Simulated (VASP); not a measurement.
A run of VASP 6.6.1 is set up as follows.

Contents of INCAR:

```
SYSTEM = Si
PREC = Accurate
ENCUT = 520
EDIFF = 1E-6
ISMEAR = 0
SIGMA = 0.1
LREAL = .FALSE.
LASPH = .TRUE.
NELM = 100
ALGO = Normal
ISIF = 2
LWAVE = .FALSE.
LCHARG = .FALSE.
LDIPOL = .TRUE.
IDIPOL = 3
DIPOL = 0.5 0.5 0.374
GGA = PE
IVDW = 12
NBANDS = 16
```

File KPOINTS:

```
regular mesh
0
G
  9 9 1
  0 0 0
```

File POSCAR:

```
Si
1.0
    3.8475254730      0.0000000000      0.0000000000
   -1.9237627365      3.3320548013      0.0000000000
    0.0000000000      0.0000000000     18.4415958255
Si
4
Direct
    0.3333333333      0.6666666667      0.2695427207
    0.6666666667      0.3333333333      0.2440135899
    0.1666666667      1.6666666667      0.5038390340
    0.5000000000      1.3333333333      0.4783099031
```

Potentials or basis: VASP PAW PBE potentials, release 64 (Si).

The run is started by

```console
$ cat potpaw_PBE.64/Si/POTCAR > POTCAR
$ mpirun -np 1 vasp_std > vasp.out
```

Predict the dispersion energy per atom.

-0.246 eV.

Estimate the band gap on the k mesh.

0.50 eV (least direct gap 0.64 eV).

Forces in eV/Å, atoms in the order of the input:
```
Si   0.026 -0.017  0.118
Si   0.020  0.003  0.013
Si  -0.020 -0.003 -0.013
Si  -0.026  0.017 -0.118
```

Caveat: the cell differs from its parent crystal (layers slid over each other).
